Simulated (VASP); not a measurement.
Input of a VASP 6.6.1 run:

File INCAR:

```
PREC     = Accurate       # precision mode
ENCUT    = 520            # plane-wave cutoff, eV
EDIFF    = 1E-6           # SCF threshold, eV
ISMEAR   = 0              # smearing method
SIGMA    = 0.1            # smearing width, eV
LREAL    = F              # projectors in reciprocal space
LASPH    = T              # aspherical terms in the spheres
NELM     = 80             # most SCF steps
ALGO     = Normal         # electronic algorithm
ISIF     = 2              # what is computed and relaxed
LWAVE    = F              # write WAVECAR
LCHARG   = T              # write CHGCAR
GGA      = PE             # functional
LELF     = T              # ELF
LVHAR    = T            
NBANDS   = 36             # bands
```

File KPOINTS:

```
regular mesh
0
Gamma
  6 6 8
```

POSCAR

```
TaAs3
1.0
    6.0008915631      0.0000000000      0.0000000000
   -3.0004457815      5.1969245390      0.0000000000
    0.0000000000      0.0000000000      4.8163413452
Ta As
2 6
Direct
    0.3333333333      0.6666666667      0.2500000000
    0.6666666667      0.3333333333      0.7500000000
    0.8140892862      0.6281785723      0.2500000000
    0.1859107138      0.8140892862      0.7500000000
    0.3718214277      0.1859107138      0.2500000000
    0.1859107138      0.3718214277      0.7500000000
    0.8140892862      0.1859107138      0.2500000000
    0.6281785723      0.8140892862      0.7500000000
```

Potentials or basis: VASP PAW PBE potentials, release 64 (Ta_pv, As).

Run with:

```bash
$ cat potpaw_PBE.64/Ta_pv/POTCAR potpaw_PBE.64/As/POTCAR > POTCAR
$ mpirun -np 1 vasp_std > vasp.out
```

(1) Estimate the band gap on the k mesh.

(2) Estimate the largest force.

## Answers

(1) zero (bands 26 and 27 overlap by 0.92 eV).

(2) 0.036 eV/Å.

Caveat: spin-orbit coupling is left out, which moves the levels of the heavy elements.
